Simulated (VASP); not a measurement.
# AgSn2SeI3 (P4/mmm) in VASP: a series of runs

AgSn2SeI3 is run at these levels: PBE; tasks: single point.

Program: VASP 6.6.1. These are calculated values, not measurements. Logs are shortened: lines on timing, memory, paths and dates and some standing lists are left out, and cuts for length are marked.

### 1 The cell of the first run

Symmetry: P4/mmm, No. 123, tetragonal system. Conventional cell: a = 4.518 Å, b = 4.518 Å, c = 11.501 Å, α = 90.00°, β = 90.00°, γ = 90.00°. Within 4.0 Å of Ag (site symmetry 4/mmm) lie 2 Sn at 3.01 Å and 4 I at 3.19 Å. Sn (site symmetry 4mm) has 1 Se at 2.74 Å and 1 Ag at 3.01 Å and 4 I at 3.31 Å within 3.6 Å. Within 3.6 Å of Se (site symmetry 4/mmm) lie 2 Sn at 2.74 Å. Within 4.2 Å of I (site symmetry 4/mmm) lie 4 Ag at 3.19 Å and 2 I at 3.88 Å. I (site symmetry 4mm) has 4 Sn at 3.31 Å and 4 Se at 3.70 Å and 2 I at 3.74 to 3.88 Å within 4.4 Å.

### 2 Single point, PBE

The input, INCAR:

```
ALGO = Normal
EDIFF = 1E-7
ENCUT = 520
GGA = PE
ISIF = 2
ISMEAR = 0
LASPH = True
LCHARG = False
LREAL = False
LWAVE = False
NBANDS = 42
NELM = 80
PREC = Accurate
SIGMA = 0.15
```

The input, KPOINTS:

```
k-points
0
Gamma
  2 2 2
```

The input, POSCAR:

```
AgSn2SeI3
1.0
    4.5181033194      0.0000000000      0.0000000000
    0.0000000000      4.5181033194      0.0000000000
    0.0000000000      0.0000000000     11.5007999005
Ag Sn Se I
1 2 1 3
Direct
    0.5000000000      0.5000000000      0.5000000000
    0.5000000000      0.5000000000      0.2381239820
    0.5000000000      0.5000000000      0.7618760180
    0.5000000000      0.5000000000      0.0000000000
    0.0000000000      0.0000000000      0.5000000000
    0.0000000000      0.0000000000      0.1628107527
    0.0000000000      0.0000000000      0.8371892473
```

Potentials or basis: VASP PAW PBE potentials, release 64 (Ag, Sn_d, Se, I).

Started as:

```console
$ cat potpaw_PBE.64/Ag/POTCAR potpaw_PBE.64/Sn_d/POTCAR potpaw_PBE.64/Se/POTCAR potpaw_PBE.64/I/POTCAR > POTCAR
$ mpirun -np 1 vasp_std > vasp.out
```

OUTCAR:

```text
EDIFF = 1E-7
   ENCUT = 520
   GGA = PE
   ISIF = 2
   ISMEAR = 0
   LASPH = True
   LREAL = False
   NELM = 80
   PREC = Accurate

 ion  position               nearest neighbor table
   1  0.500  0.500  0.500-   2 3.01   3 3.01   5 3.19   5 3.19   5 3.19   5 3.19
   2  0.500  0.500  0.238-   4 2.74   1 3.01   6 3.31   6 3.31   6 3.31   6 3.31
   3  0.500  0.500  0.762-   4 2.74   1 3.01   7 3.31   7 3.31   7 3.31   7 3.31
   4  0.500  0.500  0.000-   2 2.74   3 2.74
   5  0.000  0.000  0.500-   1 3.19   1 3.19   1 3.19   1 3.19
   6  0.000  0.000  0.163-   2 3.31   2 3.31   2 3.31   2 3.31
   7  0.000  0.000  0.837-   3 3.31   3 3.31   3 3.31   3 3.31

  LATTYP: Found a simple tetragonal cell.
 ALAT       =     4.5181033194
 C/A-ratio  =     2.5454928955

  Lattice vectors:

 A1 = (   4.5181033194,   0.0000000000,   0.0000000000)
 A2 = (   0.0000000000,   4.5181033194,   0.0000000000)
 A3 = (   0.0000000000,   0.0000000000,  11.5007999005)

Analysis of symmetry for initial positions (statically):
=====================================================================
 Subroutine PRICEL returns:
 Original cell was already a primitive cell.

 Routine SETGRP: Setting up the symmetry group for a
 simple tetragonal supercell.

 Subroutine GETGRP returns: Found 16 space group operations
 (whereof 16 operations were pure point group operations)
 out of a pool of 16 trial point group operations.

The static configuration has the point symmetry D_4h.

Analysis of symmetry for dynamics (positions and initial velocities):
=====================================================================
 Subroutine PRICEL returns:
 Original cell was already a primitive cell.

 Routine SETGRP: Setting up the symmetry group for a
 simple tetragonal supercell.

 Subroutine GETGRP returns: Found 16 space group operations
 (whereof 16 operations were pure point group operations)
 out of a pool of 16 trial point group operations.

The dynamic configuration has the point symmetry D_4h.

 Subroutine INISYM returns: Found 16 space group operations
 (whereof 16 operations are pure point group operations),
 and found     1 'primitive' translations

----------------------------------------------------------------------------------------

                                     Primitive cell

  volume of cell :     234.7688

  direct lattice vectors                    reciprocal lattice vectors
     4.518103319  0.000000000  0.000000000     0.221331813  0.000000000  0.000000000
     0.000000000  4.518103319  0.000000000     0.000000000  0.221331813  0.000000000
     0.000000000  0.000000000 11.500799901     0.000000000  0.000000000  0.086950474

  length of vectors
     4.518103319  4.518103319 11.500799901     0.221331813  0.221331813  0.086950474

  position of ions in fractional coordinates (direct lattice)
     0.500000000  0.500000000  0.500000000
     0.500000000  0.500000000  0.238123982
     0.500000000  0.500000000  0.761876018
     0.500000000  0.500000000  0.000000000
     0.000000000  0.000000000  0.500000000
     0.000000000  0.000000000  0.162810753
     0.000000000  0.000000000  0.837189247

  ion indices of the primitive-cell ions
   primitive index   ion index
                 1           1
                 2           2
                 3           3
                 4           4
                 5           5
                 6           6
                 7           7

----------------------------------------------------------------------------------------

 KPOINTS: k-points

Automatic generation of k-mesh.
 Grid dimensions read from file:
 generate k-points for:    2    2    2

 Generating k-lattice:

  Cartesian coordinates                     Fractional coordinates (reciprocal lattice)
     0.110665907  0.000000000  0.000000000     0.500000000  0.000000000  0.000000000
     0.000000000  0.110665907  0.000000000     0.000000000  0.500000000  0.000000000
     0.000000000  0.000000000  0.043475237     0.000000000  0.000000000  0.500000000

  Length of vectors
     0.110665907  0.110665907  0.043475237

  Shift w.r.t. Gamma in fractional coordinates (k-lattice)
     0.000000000  0.000000000  0.000000000

 Subroutine IBZKPT returns following result:
 ===========================================

 Found      6 irreducible k-points:

 Following reciprocal coordinates:
            Coordinates               Weight
  0.000000  0.000000  0.000000      1.000000
  0.500000  0.000000  0.000000      2.000000
  0.500000  0.500000  0.000000      1.000000
  0.000000  0.000000  0.500000      1.000000
  0.500000  0.000000  0.500000      2.000000
  0.500000  0.500000  0.500000      1.000000
   k-points           NKPTS =      6   k-points in BZ     NKDIM =      6   number of bands    NBANDS=     42
   number of dos      NEDOS =    301   number of ions     NIONS =      7
   total plane-waves  NPLWV = 116640
   dimension x,y,z NGX =    36 NGY =   36 NGZ =   90
   dimension x,y,z NGXF=    72 NGYF=   72 NGZF=  180
   ions per type =               1   2   1   3
   NGX,Y,Z   is equivalent  to a cutoff of  13.25, 13.25, 13.01 a.u.
   NGXF,Y,Z  is equivalent  to a cutoff of  26.49, 26.49, 26.02 a.u.
 SYSTEM =  unknown system
   PREC   = accura    normal or accurate (medium, high low for compatibility)
   ISTART =      0    job   : 0-new  1-cont  2-samecut
   ICHARG =      2    charge: 1-file 2-atom 10-const
   ISPIN  =      1    spin polarized calculation?
   LNONCOLLINEAR =      F non collinear calculations
   LSORBIT =      F    spin-orbit coupling
   LASPH  =      T    aspherical Exc in radial PAW
   ENCUT  =  520.0 eV  38.22 Ry    6.18 a.u.   8.40  8.40 21.38*2*pi/ulx,y,z
   NELM   =     80;   NELMIN=  2; NELMDL= -5     # of ELM steps
   EDIFF  = 0.1E-06   stopping-criterion for ELM
   LREAL  =      F    real-space projection
   EDIFFG = 0.1E-05   stopping-criterion for IOM
   NSW    =      0    number of steps for IOM
   IBRION =     -1    ionic relax: 0-MD 1-quasi-New 2-CG
   NFREE  =      0    steps in history (QN), initial steepest desc. (CG)
   ISIF   =      2    stress and relaxation
   ISYM   =      2    0-nonsym 1-usesym 2-fastsym
   POTIM  = 0.5000    time-step for ionic-motion
   TEBEG  =    0.0;   TEEND  =   0.0 temperature during run
   PSTRESS=    0.0 pullay stress
   NELECT =      66.0000    total number of electrons
   NUPDOWN=      -1.0000    fix difference up-down
   EMIN   =  10.00;   EMAX   =-10.00  energy-range for DOS
   EFERMI =   0.00;   METHOD = LEGACY
   ISMEAR =     0;   SIGMA  =   0.15  broadening in eV -4-tet -1-fermi 0-gaus
   EFERMI_NEDOS =   21; number of points for ismear=-14 and -15
   IALGO  =     38    algorithm
   IMIX   =      4    mixing-type and parameters
     AMIX     =   0.40;   BMIX     =  1.00
     AMIX_MAG =   1.60;   BMIX_MAG =  1.00
  volume/ion in A,a.u.               =      33.54       226.33
  Fermi-wavevector in a.u.,A,eV,Ry     =   1.072447  2.026632 15.648653  1.150144
  Thomas-Fermi vector in A             =   2.208218
   LORBIT       =      0    0 simple, 1 ext, 2 COOP (PROOUT), +10 PAW based schemes
   GGA     = PE    functional components
   LHFCALC =     F    Hartree Fock is set to
   AEXX    =    0.0000 exact exchange contribution
   IVDW    =     0    specifies the selected vdW correction
   LEPSILON=     F    determine dielectric tensor
   LRPA    =     F    only Hartree local field effects (RPA)
 non-spin polarized calculation
 Gauss-broadening in eV      SIGMA  =   0.15
  energy-cutoff  :      520.00
  volume of cell :      234.77
 maximum number of plane-waves:      6354
 NGX is ok and might be reduce to    36
   NGX = 17   NGY = 17   NGZ = 43

 number of electron      66.0000012 magnetization

 Free energy of the ion-electron system (eV)
  ---------------------------------------------------
  ext. energy  EPLUGINS =         0.00000000
  ---------------------------------------------------
  free energy    TOTEN  =       -18.67742269 eV

  energy without entropy =      -18.61751233  energy(sigma->0) =      -18.64746751

 E-fermi :   4.1086     XC(G=0):  -8.9260

 val. band max:        4.0920004270   @ k =   0.0000   0.0000   0.0000
 cond. band min:       4.9549773122   @ k =   0.5000   0.0000   0.5000
 fundamental gap:      0.8629768852
 Fermi energy:         4.1085559539

 k-point     1 :       0.0000    0.0000    0.0000
  band No.  band energies     occupation
      1     -17.6460      2.00000
      2     -17.6460      2.00000
      3     -17.6371      2.00000
      4     -17.6371      2.00000
      5     -17.5557      2.00000
      6     -17.5514      2.00000
[... 34 lines left out ...]
     41       7.9892      0.00000
     42       8.4342      0.00000

 k-point     2 :       0.5000    0.0000    0.0000
  band No.  band energies     occupation
      1     -17.6415      2.00000
      2     -17.6415      2.00000
      3     -17.6399      2.00000
      4     -17.6399      2.00000
      5     -17.5534      2.00000
      6     -17.5531      2.00000
[... 34 lines left out ...]
     41       9.1529      0.00000
     42       9.8512      0.00000

 k-point     3 :       0.5000    0.5000    0.0000
  band No.  band energies     occupation
      1     -17.6447      2.00000
      2     -17.6447      2.00000
      3     -17.6367      2.00000
      4     -17.6367      2.00000
      5     -17.5529      2.00000
      6     -17.5529      2.00000
[... 34 lines left out ...]
     41      10.8447      0.00000
     42      10.8667      0.00000

 k-point     4 :       0.0000    0.0000    0.5000
  band No.  band energies     occupation
      1     -17.6460      2.00000
      2     -17.6460      2.00000
      3     -17.6371      2.00000
      4     -17.6371      2.00000
      5     -17.5543      2.00000
      6     -17.5519      2.00000
[... 34 lines left out ...]
     41       8.3577      0.00000
     42       9.8084      0.00000

 k-point     5 :       0.5000    0.0000    0.5000
  band No.  band energies     occupation
      1     -17.6415      2.00000
      2     -17.6415      2.00000
      3     -17.6399      2.00000
      4     -17.6399      2.00000
      5     -17.5534      2.00000
      6     -17.5530      2.00000
[... 34 lines left out ...]
     41       9.6573      0.00000
     42      10.1120      0.00000

 k-point     6 :       0.5000    0.5000    0.5000
  band No.  band energies     occupation
      1     -17.6447      2.00000
      2     -17.6447      2.00000
      3     -17.6367      2.00000
      4     -17.6367      2.00000
      5     -17.5530      2.00000
      6     -17.5530      2.00000
[... 34 lines left out ...]
     41      11.2813      0.00000
     42      11.2815      0.00000

------------------------ aborting loop because EDIFF is reached ----------------------------------------

  FORCE on cell =-STRESS in cart. coord.  units (eV):
  Direction    XX          YY          ZZ          XY          YZ          ZX
  --------------------------------------------------------------------------------------
  -------------------------------------------------------------------------------------
  Total       -0.6059669     -0.6059669      0.3742646     -0.0000000      0.0000000      0.0000000
  in kB       -4.1354151     -4.1354151      2.5541653     -0.0000000      0.0000000      0.0000000
  external PRESSURE =      -1.9055549 kB  Pullay stress =       0.0000000 kB

 VOLUME and BASIS-vectors are now :
 -----------------------------------------------------------------------------
  energy-cutoff  :      520.00
  volume of cell :      234.77
      direct lattice vectors                 reciprocal lattice vectors
     4.518103319  0.000000000  0.000000000     0.221331813  0.000000000  0.000000000
     0.000000000  4.518103319  0.000000000     0.000000000  0.221331813  0.000000000
     0.000000000  0.000000000 11.500799901     0.000000000  0.000000000  0.086950474

 POSITION                                       TOTAL-FORCE (eV/Angst)
 -----------------------------------------------------------------------------------
      2.25905      2.25905      5.75040         0.000000      0.000000     -0.000000
      2.25905      2.25905      2.73862         0.000000      0.000000     -0.012176
      2.25905      2.25905      8.76218         0.000000     -0.000000      0.012176
      2.25905      2.25905      0.00000         0.000000      0.000000     -0.000000
      0.00000      0.00000      5.75040         0.000000      0.000000     -0.000000
      0.00000      0.00000      1.87245        -0.000000     -0.000000     -0.076728
      0.00000      0.00000      9.62835         0.000000     -0.000000      0.076728
 -----------------------------------------------------------------------------------
    total drift:                                0.000000      0.000000     -0.000000

  FREE ENERGIE OF THE ION-ELECTRON SYSTEM (eV)
  ---------------------------------------------------
  free  energy   TOTEN  =       -18.6774226886 eV

  energy  without entropy=      -18.6175123316  energy(sigma->0) =      -18.64746751
```

Wall time 48 s (1 thread of Intel Xeon 6975P-C (Granite Rapids), shared host); peak memory 0.37 GiB.

What came out:

| Item | Value |
| --- | --- |
| Free energy | -18.6774 eV |
| Pressure | -0.2 GPa |
| Largest force | 0.077 eV/Å |
| Band gap on the k mesh | zero (band 33 reaches 4.09 eV, above the bottom of band 34 at 3.93 eV) |

Forces on the atoms (eV/Å):
```
Ag   0.000  0.000  0.000
Sn   0.000  0.000 -0.012
Sn   0.000  0.000  0.012
Se   0.000  0.000  0.000
I    0.000  0.000  0.000
I    0.000  0.000 -0.077
I    0.000  0.000  0.077
```

Caveat: the k points lie up to 0.70 Å⁻¹ apart; spin-orbit coupling is left out, which moves the levels of the heavy elements.

### 3 Single point, PBE

This run uses another cell than the first one, of 45.35 Å³/atom, 1.352 times its volume.

The input, INCAR:

```
SYSTEM = AgSn2SeI3
PREC = Accurate
ENCUT = 520
EDIFF = 1E-6
ISMEAR = 0
SIGMA = 0.15
LREAL = .FALSE.
LASPH = .TRUE.
NELM = 60
ALGO = Normal
ISIF = 2
LWAVE = .FALSE.
LCHARG = .TRUE.
GGA = PE
LELF = .TRUE.
LVHAR = .TRUE.
NBANDS = 42
```

The input, KPOINTS:

```
regular mesh
0
G
  2 2 2
  0 0 0
```

The input, POSCAR:

```
AgSn2SeI3
1.0
    6.0840798810      0.0000000000      0.0000000000
    0.0000000000      6.0840798810      0.0000000000
    0.0000000000      0.0000000000      8.5751165570
Ag Sn Se I
1 2 1 3
Direct
    0.0000000000      0.0000000000      0.0000000000
    0.5000000000      0.5000000000      0.2084456048
    0.5000000000      0.5000000000      0.7915543952
    0.5000000000      0.5000000000      0.5000000000
    0.0000000000      0.5000000000      0.0000000000
    0.5000000000      0.0000000000      0.0000000000
    0.0000000000      0.0000000000      0.5000000000
```

Potentials or basis: VASP PAW PBE potentials, release 64 (Ag, Sn_d, Se, I).

Started as:

```console
$ cat potpaw_PBE.64/Ag/POTCAR potpaw_PBE.64/Sn_d/POTCAR potpaw_PBE.64/Se/POTCAR potpaw_PBE.64/I/POTCAR > POTCAR
$ mpirun -np 1 vasp_std > vasp.out
```

Run time: 52 s. Hardware: 1 thread of Intel Xeon 6975P-C (Granite Rapids), shared host; peak memory 0.44 GiB.

It converged, with:

```yaml
Free_energy: -17.8448 eV
Pressure: 0.0 GPa
Largest_force: 0.074 eV/Å
Band_gap_on_the_k_mesh: 0.12 eV, direct
```

Forces on the atoms (eV/Å):
```
Ag   0.000  0.000  0.000
Sn   0.000  0.000 -0.074
Sn   0.000  0.000  0.074
Se   0.000  0.000  0.000
I    0.000  0.000  0.000
I    0.000  0.000  0.000
I    0.000  0.000  0.000
```

Stress tensor (GPa, compression positive):
```
-0.25  0.00  0.00
 0.00 -0.25  0.00
 0.00  0.00  0.61
```

Levels at points of the mesh, in eV from the valence-band top:
```
           k point  band 31  band 32  band 33  band 34  band 35  band 36
(0.00, 0.00, 0.00)    -0.40    -0.05    -0.05     0.13     0.38     0.38
(0.50, 0.00, 0.00)    -0.56    -0.48    -0.32     0.43     1.16     1.30
(0.50, 0.50, 0.00)    -0.51    -0.03    -0.03     1.09     1.09     1.71
(0.00, 0.00, 0.50)    -0.80    -0.07    -0.07     0.69     1.39     1.39
(0.50, 0.00, 0.50)    -0.51    -0.44    -0.33     0.43     1.43     1.89
(0.50, 0.50, 0.50)    -0.43     0.00     0.00     0.12     0.12     2.76
```

Caveat: the k points lie up to 0.52 Å⁻¹ apart; spin-orbit coupling is left out, which moves the levels of the heavy elements. A k mesh can miss the band edges.
